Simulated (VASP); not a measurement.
# BeTe (F-43m) in VASP: further runs, part 2 of 2

VASP 6.6.1.

## 3. Single point, HSE06

This run uses another cell than the first one, of 22.63 Å³/atom.

The input, POSCAR:

```
BeTe
1.0
    0.0000000000      2.8286228811      2.8286228811
    2.8286228811      0.0000000000      2.8286228811
    2.8286228811      2.8286228811      0.0000000000
Be Te
1 1
Direct
    0.0000000000      0.0000000000      0.0000000000
    0.2500000000      0.2500000000      0.2500000000
```

The input, INCAR.step1:

```
SYSTEM = BeTe
PREC = Accurate
ENCUT = 520
EDIFF = 1E-5
ISMEAR = 0
SIGMA = 0.01
LREAL = .FALSE.
LASPH = .TRUE.
NELM = 80
ALGO = Normal
ISIF = 2
LWAVE = .TRUE.
LCHARG = .FALSE.
GGA = PE
NBANDS = 11
```

The input, INCAR.step2:

```
SYSTEM = BeTe
PREC = Accurate
ENCUT = 520
EDIFF = 1E-6
ISMEAR = 0
SIGMA = 0.01
LREAL = .FALSE.
LASPH = .TRUE.
NELM = 80
ALGO = Normal
ISIF = 2
LWAVE = .FALSE.
LCHARG = .FALSE.
GGA = PE
LHFCALC = .TRUE.
HFSCREEN = 0.2079
PRECFOCK = Normal
ISTART = 1
NBANDS = 11
```

The input, KPOINTS:

```
Automatic mesh
0
G
  6 6 6
  0 0 0
```

Potentials or basis: VASP PAW PBE potentials, release 64 (Be, Te).

Started as:

```bash
$ cat potpaw_PBE.64/Be/POTCAR potpaw_PBE.64/Te/POTCAR > POTCAR
$ cp INCAR.step1 INCAR
$ mpirun -np 1 vasp_std > vasp.out
$ cp INCAR.step2 INCAR
$ mpirun -np 1 vasp_std > vasp.out
```

OUTCAR:

```text
SYSTEM = BeTe
   PREC = Accurate
   ENCUT = 520
   EDIFF = 1E-6
   ISMEAR = 0
   LREAL = .FALSE.
   LASPH = .TRUE.
   NELM = 80
   ISIF = 2
   GGA = PE
   LHFCALC = .TRUE.
   HFSCREEN = 0.2079
   PRECFOCK = Normal
   ISTART = 1

 ion  position               nearest neighbor table
   1  0.000  0.000  0.000-   2 2.45   2 2.45   2 2.45   2 2.45
   2  0.250  0.250  0.250-   1 2.45   1 2.45   1 2.45   1 2.45

  LATTYP: Found a face centered cubic cell.
 ALAT       =     5.6572457622

  Lattice vectors:

 A1 = (   0.0000000000,   2.8286228811,   2.8286228811)
 A2 = (   2.8286228811,   0.0000000000,   2.8286228811)
 A3 = (   2.8286228811,   2.8286228811,   0.0000000000)

Analysis of symmetry for initial positions (statically):
=====================================================================
 Subroutine PRICEL returns:
 Original cell was already a primitive cell.

 Routine SETGRP: Setting up the symmetry group for a
 face centered cubic supercell.

 Subroutine GETGRP returns: Found 24 space group operations
 (whereof 24 operations were pure point group operations)
 out of a pool of 48 trial point group operations.

The static configuration has the point symmetry T_d .

Analysis of symmetry for dynamics (positions and initial velocities):
=====================================================================
 Subroutine PRICEL returns:
 Original cell was already a primitive cell.

 Routine SETGRP: Setting up the symmetry group for a
 face centered cubic supercell.

 Subroutine GETGRP returns: Found 24 space group operations
 (whereof 24 operations were pure point group operations)
 out of a pool of 48 trial point group operations.

The dynamic configuration has the point symmetry T_d .

 Subroutine INISYM returns: Found 24 space group operations
 (whereof 24 operations are pure point group operations),
 and found     1 'primitive' translations

----------------------------------------------------------------------------------------

                                     Primitive cell

[... 117 lines left out ...]
   IVDW    =     0    specifies the selected vdW correction
   LEPSILON=     F    determine dielectric tensor
   LRPA    =     F    only Hartree local field effects (RPA)
 non-spin polarized calculation
 Gauss-broadening in eV      SIGMA  =   0.01
  energy-cutoff  :      520.00
  volume of cell :       45.26
 maximum number of plane-waves:      1243
 NGX is ok and might be reduce to    30
  NGX = 24; NGY = 24; NGZ = 24

 number of electron       8.0000000 magnetization

 Free energy of the ion-electron system (eV)
  ---------------------------------------------------
  ext. energy  EPLUGINS =         0.00000000
  ---------------------------------------------------
  free energy    TOTEN  =        -8.75084192 eV

  energy without entropy =       -8.75084192  energy(sigma->0) =       -8.75084192

 E-fermi :   4.5533     XC(G=0):  -7.5234

 val. band max:        4.4676320818   @ k =   0.0000   0.0000   0.0000
 cond. band min:       7.1398677142   @ k =   0.5000   0.5000   0.0000
 fundamental gap:      2.6722356324
 Fermi energy:         4.5532680672

 k-point     1 :       0.0000    0.0000    0.0000
  band No.  band energies     occupation
      1      -8.8861      2.00000
      2       4.4676      2.00000
      3       4.4676      2.00000
      4       4.4676      2.00000
      5       8.9508      0.00000
      6       8.9508      0.00000
      7       8.9508      0.00000
      8       8.9573      0.00000
      9      13.8085      0.00000
     10      15.7269      0.00000
     11      15.7269      0.00000
[... 197 lines left out ...]
 k-point    16 :      -0.3333    0.5000    0.1667
  band No.  band energies     occupation
      1      -6.8336      2.00000
      2      -0.7513      2.00000
      3       0.8568      2.00000
      4       1.2032      2.00000
      5       8.9572      0.00000
      6       9.5738      0.00000
      7      12.8280      0.00000
      8      13.1546      0.00000
      9      16.6178      0.00000
     10      17.4435      0.00000
     11      18.5125      0.00000

------------------------ aborting loop because EDIFF is reached ----------------------------------------

  FORCE on cell =-STRESS in cart. coord.  units (eV):
  Direction    XX          YY          ZZ          XY          YZ          ZX
  --------------------------------------------------------------------------------------
  -------------------------------------------------------------------------------------
  Total       -0.2675383     -0.2675383     -0.2675383      0.0000000      0.0000000      0.0000000
  in kB       -9.4698125     -9.4698125     -9.4698125      0.0000000      0.0000000      0.0000000
  external PRESSURE =      -9.4698125 kB  Pullay stress =       0.0000000 kB

 VOLUME and BASIS-vectors are now :
 -----------------------------------------------------------------------------
  energy-cutoff  :      520.00
  volume of cell :       45.26
      direct lattice vectors                 reciprocal lattice vectors
     0.000000000  2.828622881  2.828622881    -0.176764461  0.176764461  0.176764461
     2.828622881  0.000000000  2.828622881     0.176764461 -0.176764461  0.176764461
     2.828622881  2.828622881  0.000000000     0.176764461  0.176764461 -0.176764461

 POSITION                                       TOTAL-FORCE (eV/Angst)
 -----------------------------------------------------------------------------------
      0.00000      0.00000      0.00000         0.000000     -0.000000     -0.000000
      1.41431      1.41431      1.41431        -0.000000      0.000000      0.000000
 -----------------------------------------------------------------------------------
    total drift:                                0.000000      0.000001      0.000001

  FREE ENERGIE OF THE ION-ELECTRON SYSTEM (eV)
  ---------------------------------------------------
  free  energy   TOTEN  =        -8.7508419199 eV

  energy  without entropy=       -8.7508419199  energy(sigma->0) =       -8.75084192
```

OUTCAR.step1:

```text
SYSTEM = BeTe
   PREC = Accurate
   ENCUT = 520
   EDIFF = 1E-5
   ISMEAR = 0
   LREAL = .FALSE.
   LASPH = .TRUE.
[... 435 lines left out ...]
      0.00000      0.00000      0.00000         0.000000     -0.000000     -0.000000
      1.41431      1.41431      1.41431        -0.000000      0.000000      0.000000
 -----------------------------------------------------------------------------------
    total drift:                                0.000000      0.000000      0.000000

  FREE ENERGIE OF THE ION-ELECTRON SYSTEM (eV)
  ---------------------------------------------------
  free  energy   TOTEN  =        -7.6185761284 eV

  energy  without entropy=       -7.6185761284  energy(sigma->0) =       -7.61857613
```

OSZICAR.step1:

```text
N       E                     dE             d eps       ncg     rms          rms(c)
DAV:   1     0.179049848827E+02    0.17905E+02   -0.31086E+03   352   0.578E+02
DAV:   2    -0.675537423774E+01   -0.24660E+02   -0.23580E+02   467   0.882E+01
DAV:   3    -0.773369052536E+01   -0.97832E+00   -0.97568E+00   495   0.186E+01
DAV:   4    -0.774171985295E+01   -0.80293E-02   -0.80286E-02   417   0.186E+00
DAV:   5    -0.774188314494E+01   -0.16329E-03   -0.16329E-03   452   0.264E-01    0.403E+00
DAV:   6    -0.764646170284E+01    0.95421E-01   -0.11040E-01   409   0.134E+00    0.242E+00
DAV:   7    -0.761753171355E+01    0.28930E-01   -0.96460E-02   409   0.136E+00    0.459E-01
DAV:   8    -0.761825808212E+01   -0.72637E-03   -0.59695E-03   403   0.444E-01    0.749E-02
DAV:   9    -0.761851106609E+01   -0.25298E-03   -0.32746E-04   419   0.106E-01    0.292E-02
DAV:  10    -0.761857355666E+01   -0.62491E-04   -0.76967E-05   408   0.449E-02    0.147E-02
DAV:  11    -0.761857612843E+01   -0.25718E-05   -0.25364E-06   316   0.960E-03
   1 F= -.76185761E+01 E0= -.76185761E+01  d E =-.125666E-64
```

Run time: 11 min. Hardware: 1 thread of Intel Xeon Platinum 8259CL at 2.50GHz (Skylake/Cascade Lake), shared host; peak memory 0.3 GiB.

What came out:

| Property | Result |
| --- | --- |
| Free energy | -8.7508 eV |
| Pressure | -0.9 GPa |
| Band gap on the k mesh | 2.67 eV (least direct gap 4.48 eV) |

Caveat: the PAW data sets were made with another functional, which shifts forces and pressure a little; spin-orbit coupling is left out, which moves the levels of the heavy elements. A k mesh can miss the band edges.

## 4. Single point, PBE0

This run uses another cell than the first one, of 22.63 Å³/atom.

POSCAR is that of step 3.

INCAR.step1: that of step 3 with these lines changed.

```diff
@@ -8,3 +8,3 @@
 LASPH = .TRUE.
-NELM = 80
+NELM = 100
 ALGO = Normal
```

INCAR.step2: that of step 3 with these lines changed.

```diff
@@ -8,3 +8,3 @@
 LASPH = .TRUE.
-NELM = 80
+NELM = 100
 ALGO = Normal
@@ -15,3 +15,3 @@
 LHFCALC = .TRUE.
-HFSCREEN = 0.2079
+AEXX = 0.25
 PRECFOCK = Normal
```

KPOINTS is that of step 3.

Potentials or basis: VASP PAW PBE potentials, release 64 (Be, Te).

Started as:

```bash
$ cat potpaw_PBE.64/Be/POTCAR potpaw_PBE.64/Te/POTCAR > POTCAR
$ cp INCAR.step1 INCAR
$ mpirun -np 1 vasp_std > vasp.out
$ cp INCAR.step2 INCAR
$ mpirun -np 1 vasp_std > vasp.out
```

OUTCAR:

```text
SYSTEM = BeTe
   PREC = Accurate
   ENCUT = 520
   EDIFF = 1E-6
   ISMEAR = 0
   LREAL = .FALSE.
   LASPH = .TRUE.
   NELM = 100
   ISIF = 2
   GGA = PE
   LHFCALC = .TRUE.
   AEXX = 0.25
   PRECFOCK = Normal
   ISTART = 1

 ion  position               nearest neighbor table
   1  0.000  0.000  0.000-   2 2.45   2 2.45   2 2.45   2 2.45
   2  0.250  0.250  0.250-   1 2.45   1 2.45   1 2.45   1 2.45

  LATTYP: Found a face centered cubic cell.
 ALAT       =     5.6572457622

[... 410 lines left out ...]

------------------------ aborting loop because EDIFF is reached ----------------------------------------

  FORCE on cell =-STRESS in cart. coord.  units (eV):
  Direction    XX          YY          ZZ          XY          YZ          ZX
  --------------------------------------------------------------------------------------
  -------------------------------------------------------------------------------------
  Total       -0.2839699     -0.2839699     -0.2839699      0.0000000      0.0000000      0.0000000
  in kB      -10.0514279    -10.0514279    -10.0514279      0.0000000      0.0000000      0.0000000
  external PRESSURE =     -10.0514279 kB  Pullay stress =       0.0000000 kB

 VOLUME and BASIS-vectors are now :
 -----------------------------------------------------------------------------
  energy-cutoff  :      520.00
  volume of cell :       45.26
      direct lattice vectors                 reciprocal lattice vectors
     0.000000000  2.828622881  2.828622881    -0.176764461  0.176764461  0.176764461
     2.828622881  0.000000000  2.828622881     0.176764461 -0.176764461  0.176764461
     2.828622881  2.828622881  0.000000000     0.176764461  0.176764461 -0.176764461

 POSITION                                       TOTAL-FORCE (eV/Angst)
 -----------------------------------------------------------------------------------
      0.00000      0.00000      0.00000        -0.000000     -0.000000     -0.000000
      1.41431      1.41431      1.41431         0.000000      0.000000      0.000000
 -----------------------------------------------------------------------------------
    total drift:                                0.000000      0.000001      0.000001

  FREE ENERGIE OF THE ION-ELECTRON SYSTEM (eV)
  ---------------------------------------------------
  free  energy   TOTEN  =        -9.3389116491 eV

  energy  without entropy=       -9.3389116491  energy(sigma->0) =       -9.33891165
```

OSZICAR.step1:

```text
N       E                     dE             d eps       ncg     rms          rms(c)
DAV:   1     0.179049848827E+02    0.17905E+02   -0.31086E+03   352   0.578E+02
DAV:   2    -0.675537423774E+01   -0.24660E+02   -0.23580E+02   467   0.882E+01
DAV:   3    -0.773369052536E+01   -0.97832E+00   -0.97568E+00   495   0.186E+01
DAV:   4    -0.774171985295E+01   -0.80293E-02   -0.80286E-02   417   0.186E+00
DAV:   5    -0.774188314494E+01   -0.16329E-03   -0.16329E-03   452   0.264E-01    0.403E+00
DAV:   6    -0.764646170284E+01    0.95421E-01   -0.11040E-01   409   0.134E+00    0.242E+00
DAV:   7    -0.761753171355E+01    0.28930E-01   -0.96460E-02   409   0.136E+00    0.459E-01
DAV:   8    -0.761825808212E+01   -0.72637E-03   -0.59695E-03   403   0.444E-01    0.749E-02
DAV:   9    -0.761851106609E+01   -0.25298E-03   -0.32746E-04   419   0.106E-01    0.292E-02
DAV:  10    -0.761857355666E+01   -0.62491E-04   -0.76967E-05   408   0.449E-02    0.147E-02
DAV:  11    -0.761857612843E+01   -0.25718E-05   -0.25364E-06   316   0.960E-03
   1 F= -.76185761E+01 E0= -.76185761E+01  d E =-.125666E-64
```

Run time: 10 min. Hardware: 1 thread of Intel Xeon Platinum 8259CL at 2.50GHz (Skylake/Cascade Lake), shared host; peak memory 0.2 GiB.

Results:

| Quantity | Value |
| --- | --- |
| Free energy | -9.3389 eV |
| Pressure | -1.0 GPa |
| Band gap on the k mesh | 3.34 eV (least direct gap 5.17 eV) |

Levels at points of the mesh, in eV from the valence-band top:
| k point | band 1 | band 2 | band 3 | band 4 | band 5 | band 6 | band 7 | band 8 |
| --- | --- | --- | --- | --- | --- | --- | --- | --- |
| (0.00, 0.00, 0.00) | -13.44 | 0.00 | 0.00 | 0.00 | 5.17 | 5.17 | 5.17 | 5.17 |
| (0.50, 0.00, 0.00) | -11.95 | -6.10 | -1.22 | -1.22 | 4.48 | 6.18 | 6.18 | 9.54 |
| (0.50, 0.50, 0.00) | -11.41 | -5.67 | -2.87 | -2.87 | 3.34 | 4.08 | 11.73 | 11.73 |

Caveat: the PAW data sets were made with another functional, which shifts forces and pressure a little; spin-orbit coupling is left out, which moves the levels of the heavy elements. A k mesh can miss the band edges.

## 5. Summary

```csv
level,cell,smearing,screening parameter,gap on the mesh (eV),pressure (GPa)
HSE06,"a = 3.982 Å, angles 60.0°, 2 atoms",fermi-dirac 0.02 eV,0.2079 1/Å,2.64,-0.1
HSE06,"a = 4.000 Å, angles 60.0°, 2 atoms",gaussian 0.01 eV,0.2079 1/Å,2.67,-0.9
PBE0,"a = 4.000 Å, angles 60.0°, 2 atoms",gaussian 0.01 eV,-,3.34,-1.0
```

Alike in all rows: task single point; potentials or basis VASP PAW PBE potentials, release 64 (Be, Te); no spin polarisation; k mesh 6 × 6 × 6; cutoff (eV) 520.

Caveats: the PAW data sets were made with another functional, which shifts forces and pressure a little; spin-orbit coupling is left out, which moves the levels of the heavy elements.

Total energies depend on the potentials used, so only differences within one code and one set of settings carry meaning.
